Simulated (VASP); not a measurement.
A run of VASP 6.6.1 is set up as follows.

Contents of INCAR:

```
PREC     = Accurate       # precision mode
ENCUT    = 600            # plane-wave cutoff, eV
EDIFF    = 1E-7           # SCF threshold, eV
ISMEAR   = 0              # smearing method
SIGMA    = 0.1            # smearing width, eV
LREAL    = False          # projectors in reciprocal space
LASPH    = True           # aspherical terms in the spheres
NELM     = 100            # most SCF steps
ALGO     = Normal         # electronic algorithm
ISIF     = 3              # what is computed and relaxed
LWAVE    = False          # write WAVECAR
LCHARG   = False          # write CHGCAR
GGA      = PE             # functional
IBRION   = 2              # ionic algorithm
NSW      = 100            # ionic steps
EDIFFG   = -0.01          # ionic threshold
```

File KPOINTS:

```
regular mesh
0
Gamma
  10 10 10
```

POSCAR

```
TiNi3C
1.0
    3.7284687233      0.0000000000      0.0000000000
    0.0000000000      3.7284687233      0.0000000000
    0.0000000000      0.0000000000      3.9561007914
Ti Ni C
1 3 1
Direct
    0.0000000000      0.0000000000      0.9597252315
    0.5000000000      0.5000000000      0.0378986335
    0.0000000000      0.5000000000      0.4484770476
    0.5000000000      0.0000000000      0.4484770476
    0.5000000000      0.5000000000      0.5654220398
```

Potentials or basis: VASP PAW PBE potentials, release 64 (Ti_sv, Ni, C).

Run with:

```sh
$ cat potpaw_PBE.64/Ti_sv/POTCAR potpaw_PBE.64/Ni/POTCAR potpaw_PBE.64/C/POTCAR > POTCAR
$ mpirun -np 1 vasp_std > vasp.out
```

Task: Predict the relaxed cell.

Result: a = 3.722 Å, b = 3.722 Å, c = 3.966 Å, α = 90.00°, β = 90.00°, γ = 90.00°.

Task: Estimate the relaxed volume.

Result: 10.99 Å³/atom.

Task: What does it give for the space group after relaxing (to 0.05 Å)?

Result: P4mm (No. 99).

Task: Estimate the band gap on the k mesh.

Result: Zero (band 23 reaches 9.84 eV, above the bottom of band 24 at 9.15 eV).

Step by step:
```csv
step,energy change (eV),largest force (eV/Å),pressure (GPa),volume (Å³)
1,0.0000,0.0494,-0.11,55.00
2,-0.0002,0.0167,0.08,54.94
3,-0.0002,0.0241,0.15,54.91
4,-0.0003,0.0278,0.10,54.94
5,-0.0003,0.0306,-0.01,54.97
6,-0.0003,0.0314,-0.03,54.97
7,-0.0004,0.0132,-0.03,54.96
8,-0.0004,0.0139,-0.03,54.96
9,-0.0004,0.0092,0.04,54.94
```

Spin polarisation is off, so any magnetic state and its effect on volume and gap are missing.
